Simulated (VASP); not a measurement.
Write the native input for VASP 6.6.1 that does the following.

| Property | Result |
| --- | --- |
| Task | single point |
| Functional | LDA |
| Potentials or basis | VASP PAW LDA potentials, release 64 (Zr_sv, S) |
| Cutoff | 520 eV |
| k mesh | 16 × 16 × 16 |
| Occupations | gaussian, width 0.15 eV |
| Spin | collinear spin |
| Starting moments | [0.4, 0.0] μB |
| Fixed moment | 0.4 μB |
| Dipole correction | no |
| Further INCAR settings | ALGO = Normal; EDIFF = 1e-06; NBANDS = 20 |

The structure of ZrS lies in POSCAR:

```
ZrS
1.0
    0.0000000000      2.4028323044      2.4028323044
    2.4028323044      0.0000000000      2.4028323044
    2.4028323044      2.4028323044      0.0000000000
Zr S
1 1
Direct
    0.0000000000      0.0000000000      0.0000000000
    0.5000000000      0.5000000000      0.5000000000
```

These files were run (other wordings do the same):

INCAR

```
SYSTEM = ZrS
PREC     = Accurate       ! precision mode
ENCUT    = 520            ! plane-wave cutoff, eV
EDIFF    = 1E-6           ! SCF threshold, eV
ISMEAR   = 0              ! smearing method
SIGMA    = 0.15           ! smearing width, eV
LREAL    = .False.        ! projectors in reciprocal space
LASPH    = .True.         ! aspherical terms in the spheres
NELM     = 150            ! most SCF steps
ALGO     = Normal         ! electronic algorithm
ISIF     = 2              ! what is computed and relaxed
LWAVE    = .False.        ! write WAVECAR
LCHARG   = .True.         ! write CHGCAR
ISPIN    = 2              ! spin polarisation
MAGMOM   = 0.4 0          ! initial moments
LORBIT   = 11             ! projections on sites
NUPDOWN  = 0.4            ! fixed moment
LMAXMIX  = 4              ! l up to which the mixer works
GGA      = CA             ! functional
LELF     = .True.         ! ELF
LVHAR    = .True.       
NBANDS   = 20             ! bands
```

KPOINTS

```
regular mesh
0
Gamma
  16 16 16
  0 0 0
```

Potentials or basis: VASP PAW LDA potentials, release 64 (Zr_sv, S).

Launch:

```console
$ cat potpaw_LDA.64/Zr_sv/POTCAR potpaw_LDA.64/S/POTCAR > POTCAR
$ mpirun -np 1 vasp_std > vasp.out
```

Results of the run:

```json
{
  "Pressure": "48.6 GPa",
  "Net moment": "0.40 μB per cell",
  "Site moments": "Zr +0.22; S +0.03 μB",
  "Valence electrons inside the program's atomic spheres": "Zr 10.29; S 3.92"
}
```

Caveat: the cell stands under pressure; the total moment is fixed, so each spin has its own Fermi level and the state may be an excited one.

Run time: 70 s on 1 thread of Intel(R) Xeon(R) 6975P-C (Granite Rapids) (shared host), peak memory 0.23 GiB.
